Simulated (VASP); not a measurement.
Input of a VASP 6.6.1 run:

Contents of POSCAR:

```
Si
1.0
    0.0000000000      2.7221197381      2.7221197381
    2.7221197381      0.0000000000      2.7221197381
    2.7221197381      2.7221197381      0.0000000000
Si
2
Direct
    0.2500000000      0.2500000000      0.2500000000
    0.0000000000      0.0000000000      0.0000000000
```

The input INCAR.step1:

```
ALGO = Normal ; EDIFF = 1E-4
ENCUT = 520 ; GGA = PE
ISMEAR = 0 ; LASPH = True
LCHARG = False ; LREAL = False
LWAVE = True ; NBANDS = 11
NELM = 100 ; PREC = Accurate
SIGMA = 0.01
```

Contents of INCAR.step2:

```
ALGO = Normal ; EDIFF = 1E-6
ENCUT = 520 ; ISIF = 2
ISMEAR = 0 ; ISTART = 1
LASPH = True ; LCHARG = False
LMIXTAU = True ; LREAL = False
LWAVE = False ; METAGGA = R2SCAN
NBANDS = 11 ; NELM = 100
PREC = Accurate ; SIGMA = 0.01
```

Contents of KPOINTS:

```
k-points
0
Gamma
  6 6 6
```

Potentials or basis: VASP PAW PBE potentials, release 64 (Si).

Run with:

```sh
$ cat potpaw_PBE.64/Si/POTCAR > POTCAR
$ cp INCAR.step1 INCAR
$ mpirun -np 1 vasp_std > vasp.out
$ cp INCAR.step2 INCAR
$ mpirun -np 1 vasp_std > vasp.out
```

Problem. What does it give for the pressure?

Solution. -0.2 GPa.

Problem. Predict the band gap on the k mesh.

Solution. 0.93 eV, indirect (least direct gap 2.75 eV).

Caveat: the PAW data sets were made with another functional, which shifts forces and pressure a little. A k mesh can miss the band edges.
